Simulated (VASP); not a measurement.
Write the native input for VASP 6.6.1 that does the following.

| Item | Value |
| --- | --- |
| Task | single point |
| Functional | PBE |
| Potentials or basis | VASP PAW PBE potentials, release 64 (Sn_d, Se) |
| Cutoff | 500 eV |
| k mesh | 3 × 3 × 3 |
| Occupations | gaussian, width 0.2 eV |
| Spin | no spin polarisation |
| Dipole correction | no |
| Further INCAR settings | ALGO = Normal; EDIFF = 1e-06; NBANDS = 65 |

The structure of Sn3Se2 lies in POSCAR:

```
Sn3Se2
1.0
    6.9601755622      0.0000000000      0.0000000000
    0.0000000000      6.9601755622      0.0000000000
    0.0000000000      0.0000000000      6.9601755622
Sn Se
6 4
Direct
    0.0000000000      0.5000000000      0.5000000000
    0.0000000000      0.5000000000      0.0000000000
    0.5000000000      0.0000000000      0.5000000000
    0.0000000000      0.0000000000      0.5000000000
    0.5000000000      0.0000000000      0.0000000000
    0.5000000000      0.5000000000      0.0000000000
    0.2500000000      0.2500000000      0.2500000000
    0.2500000000      0.7500000000      0.7500000000
    0.7500000000      0.7500000000      0.2500000000
    0.7500000000      0.2500000000      0.7500000000
```

One way to write it, as run:

INCAR

```
SYSTEM = Sn3Se2
  PREC = Accurate
  ENCUT = 500
  EDIFF = 1E-6
  ISMEAR = 0
  SIGMA = 0.2
  LREAL = .False.
  LASPH = .True.
  NELM = 120
  ALGO = Normal
  ISIF = 2
  LWAVE = .False.
  LCHARG = .True.
  GGA = PE
  LELF = .True.
  LVHAR = .True.
  NBANDS = 65
  GGA_COMPAT = .False.
```

KPOINTS

```
regular mesh
0
Gamma
  3 3 3
  0 0 0
```

Potentials or basis: VASP PAW PBE potentials, release 64 (Sn_d, Se).

The run is started by

```sh
$ cat potpaw_PBE.64/Sn_d/POTCAR potpaw_PBE.64/Se/POTCAR > POTCAR
$ mpirun -np 1 vasp_std > vasp.out
```

It gave:

```json
{
 "Pressure": "0.6 GPa",
 "Band gap on the k mesh": "zero (band 54 reaches 4.76 eV, above the bottom of band 55 at 4.46 eV)"
}
```

Caveat: spin-orbit coupling is left out, which moves the levels of the heavy elements.

It took 100 s on 1 thread of Intel(R) Xeon(R) 6975P-C (Granite Rapids), with other jobs on the host, peak memory 0.41 GiB.
